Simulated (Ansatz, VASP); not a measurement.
## GaN: VASP beside Ansatz

Contents of INCAR:

```
  PREC = Accurate
  ENCUT = 520
  EDIFF = 1E-7
  ISMEAR = 0
  SIGMA = 0.03
  LREAL = F
  LASPH = T
  NELM = 60
  ALGO = Normal
  ISIF = 2
  LWAVE = F
  LCHARG = F
  NBANDS = 16
```

Contents of KPOINTS:

```
regular mesh
0
Gamma
  14 14 14
```

POSCAR

```
GaN
1.0
    0.0000000000      2.1672635250      2.0711779500
    2.1672635250      0.0000000000      2.0711779500
    2.1672635250      2.1672635250      0.0000000000
Ga N
1 1
Direct
    0.0000000000      0.0000000000      0.0000000000
    0.5000000000      0.5000000000      0.5000000000
```

Input for Ansatz:

```yaml
crystal:
  lattice:
    - [0.0, 2.167263525, 2.07117795]
    - [2.167263525, 0.0, 2.07117795]
    - [2.167263525, 2.167263525, 0.0]
  atoms:
    - { symbol: Ga, position: [0.0, 0.0, 0.0] }
    - { symbol: "N", position: [0.5, 0.5, 0.5] }
basis:
  ecutwfc: 420
kpoints:
  mp_grid: { grid: [14, 14, 14] }
hamiltonian:
  xc: lda
scf:
  occupations: { method: gaussian, width: 0.03 }
output:
  forces: true
  stress: true
  eigenvalues: true
```

Change from the starting cell: strain +0.015 along x and y, -0.030 along z, atoms carried along.

Alike in both runs: task single point; functional LDA; k mesh 14 × 14 × 14; occupations gaussian, width 0.03 eV; no spin polarisation.

```csv
,VASP,Ansatz
version,VASP 6.6.1,Ansatz 0.2.0
potentials or method,"VASP PAW LDA potentials, release 64 (Ga_d, N), cutoff 520 eV","scalar-relativistic, plane waves, PAW"
valence electrons in the cell,18,18
```

```csv
,VASP,Ansatz,Ansatz less VASP
gap on the k mesh at the Fermi level (eV),none,none,-
pressure (GPa),-11.7,-12.8,-1.11
"traceless stress, the component that is largest in VASP (GPa)",4.26,4.00,-0.261
```

LDA's correlation is that of Perdew and Zunger in VASP and of Perdew and Wang (1992) in Ansatz. A gap of «none» marks a metal or a gap that the smearing closes.
